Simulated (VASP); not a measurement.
The system is Li.

```
CELL_PARAMETERS angstrom
-1.75465 1.75465 1.75465
1.75465 -1.75465 1.75465
1.75465 1.75465 -1.75465
ATOMIC_POSITIONS crystal
Li 0.00000 0.00000 0.00000
```

| Quantity | Value |
| --- | --- |
| Program | VASP 6.6.1 |
| Task | relaxation of cell and atoms |
| Functional | LDA |
| Potentials or basis | VASP PAW LDA potentials, release 64 (Li_sv) |
| Cutoff | 600 eV |
| k mesh | 9 × 9 × 9 |
| Occupations | gaussian, width 0.1 eV |
| Spin | no spin polarisation |

At the start: pressure -1.7 GPa; volume 21.61 Å³/atom.

Task: How do energy, volume and symmetry change on relaxing?

Result: Over 4 steps the energy falls by 16.7 meV/atom and the volume is 18.71 Å³/atom (-13.4 %); space group Im-3m (No. 229, to 0.05 Å).

Step by step:
| step | energy change (eV) | largest force (eV/Å) | pressure (GPa) | volume (Å³) |
| --- | --- | --- | --- | --- |
| 1 | 0.0000 | 0.0000 | -1.67 | 21.61 |
| 2 | -0.0067 | 0.0000 | -1.38 | 20.91 |
| 3 | -0.0161 | 0.0000 | -0.38 | 19.25 |
| 4 | -0.0167 | 0.0000 | 0.04 | 18.71 |

Final structure:
```
Li
1.0
    -1.67234    1.67234    1.67234
     1.67234   -1.67234    1.67234
     1.67234    1.67234   -1.67234
Li
1
Direct
  0.00000 0.00000 0.00000
```

Caveat: the cutoff is under 1.25 times the usual one of these potentials, so pressure, stress and relaxed cells hold a basis-set (Pulay) error; the volume moved by -13 % from the deposited cell, more than functionals usually miss.
